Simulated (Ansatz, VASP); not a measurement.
# One calculation of AlN, two programs

The input INCAR:

```
SYSTEM = AlN
PREC = Accurate
ENCUT = 600
EDIFF = 1E-6
ISMEAR = 0
SIGMA = 0.05
LREAL = .FALSE.
LASPH = .TRUE.
NELM = 120
ALGO = Normal
ISIF = 2
LWAVE = .FALSE.
LCHARG = .FALSE.
GGA = PE
NBANDS = 16
GGA_COMPAT = .FALSE.
```

File KPOINTS:

```
Automatic mesh
0
G
  8 8 6
  0 0 0
```

The input POSCAR:

```
AlN
1.0
    0.0000000000     -2.0353166207     -2.0353166207
    0.0000000000      2.0353166207     -2.0353166207
    4.0706332413      0.0000000000      0.0000000000
Al N
2 2
Direct
    0.5000000000      0.5000000000      0.0000346378
    0.0000000000      0.0000000000      0.4999653622
    0.5000000000      0.5000000000      0.4810840242
    0.0000000000      1.0000000000      0.0189159758
```

Input for Ansatz:

```yaml
crystal:
  lattice:
    - [0.0, -2.0353166207, -2.0353166207]
    - [0.0, 2.0353166207, -2.0353166207]
    - [4.0706332413, 0.0, 0.0]
  atoms:
    - { symbol: Al, position: [0.5, 0.5, 3.46378e-05] }
    - { symbol: Al, position: [0.0, 0.0, 0.4999653622] }
    - { symbol: "N", position: [0.5, 0.5, 0.4810840242] }
    - { symbol: "N", position: [0.0, 1.0, 0.0189159758] }
basis:
  ecutwfc: 520.0
kpoints:
  mp_grid: { grid: [8, 8, 6] }
hamiltonian:
  xc: pbe
  pseudopotentials: { kind: paw }
scf:
  occupations: { method: gaussian, width: 0.05 }
output:
  forces: true
  stress: true
  eigenvalues: true
```

Change from the starting cell: mode 10 frozen in at +0.000 Å and mode 12 at -0.077 Å (largest displacements).

Alike in both runs: task single point; functional PBE; k mesh 8 × 8 × 6; occupations gaussian, width 0.05 eV; no spin polarisation.

```csv
,VASP,Ansatz
version,VASP 6.6.1,Ansatz 0.2.0
potentials or method,"VASP PAW PBE potentials, release 64 (Al, N), cutoff 600 eV","scalar-relativistic, plane waves, PAW"
valence electrons in the cell,16,16
```

Ansatz gave:

| Property | Result |
| --- | --- |
| gap on the k mesh at the Fermi level (eV) | 4.38 |
| least direct gap on the mesh (eV) | 4.55 |
| pressure (GPa) | 1.4 |
| traceless stress, the component that is largest in VASP (GPa) | 1.35 |
| rms of the force components (eV/Å) | 0.802 |

Problem. Estimate VASP's values.

Solution. gap on the k mesh at the Fermi level (eV): 4.36; least direct gap on the mesh (eV): 4.52; pressure (GPa): 1.0; traceless stress, the component that is largest in VASP (GPa): 1.35; rms of the force components (eV/Å): 0.804.

Atom by atom the forces differ by 0.003 eV/Å (rms over components).
